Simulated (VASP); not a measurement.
Wanted: the native input for a VASP 6.6.1 run.

```
Task                   : single point
Functional             : PBE
Potentials or basis    : VASP PAW PBE potentials, release 64 (Mg, Nb_sv, O)
Cutoff                 : 520 eV
k mesh                 : 1 × 4 × 3
Occupations            : gaussian, width 0.15 eV
Spin                   : no spin polarisation
Dipole correction      : no
Further INCAR settings : ALGO = Normal; EDIFF = 1e-07; NBANDS = 65
```

The structure of MgNb2O4 lies in POSCAR:

```
MgNb2O4
1.0
   10.6957683021      0.0000000000      0.0000000000
    0.0000000000      2.9554591175      0.0000000000
    0.0000000000      0.0000000000      5.0212158136
Mg Nb O
2 4 8
Direct
    0.5000000000      0.0000000000      0.0000000000
    0.0000000000      0.0000000000      0.0000000000
    0.2500000000      0.5000000000      0.1655327206
    0.2500000000      0.0000000000      0.6567489934
    0.7500000000      0.0000000000      0.3432510066
    0.7500000000      0.5000000000      0.8344672794
    0.3707957810      0.0000000000      0.3192786873
    0.1292042190      0.0000000000      0.3192786873
    0.1228791018      0.5000000000      0.8390330576
    0.3771208982      0.5000000000      0.8390330576
    0.6228791018      0.5000000000      0.1609669424
    0.8771208982      0.5000000000      0.1609669424
    0.6292042190      0.0000000000      0.6807213127
    0.8707957810      0.0000000000      0.6807213127
```

One way to write it, as run:

INCAR

```
SYSTEM = MgNb2O4
PREC = Accurate
ENCUT = 520
EDIFF = 1E-7
ISMEAR = 0
SIGMA = 0.15
LREAL = .FALSE.
LASPH = .TRUE.
NELM = 60
ALGO = Normal
ISIF = 2
LWAVE = .FALSE.
LCHARG = .FALSE.
GGA = PE
NBANDS = 65
```

KPOINTS

```
regular mesh
0
G
  1 4 3
  0 0 0
```

Potentials or basis: VASP PAW PBE potentials, release 64 (Mg, Nb_sv, O).

The run is started by

```console
$ cat potpaw_PBE.64/Mg/POTCAR potpaw_PBE.64/Nb_sv/POTCAR potpaw_PBE.64/O/POTCAR > POTCAR
$ mpirun -np 1 vasp_std > vasp.out
```

Results of the run:

The pressure is -0.5 GPa, the largest force is 0.064 eV/Å and the band gap on the k mesh is 1.27 eV, indirect (least direct gap 1.38 eV).

Caveat: the k points lie up to 0.59 Å⁻¹ apart.

Wall time 74 s on 1 thread of Intel(R) Xeon(R) Platinum 8488C (Sapphire Rapids), on a shared host, peak memory 0.27 GiB.
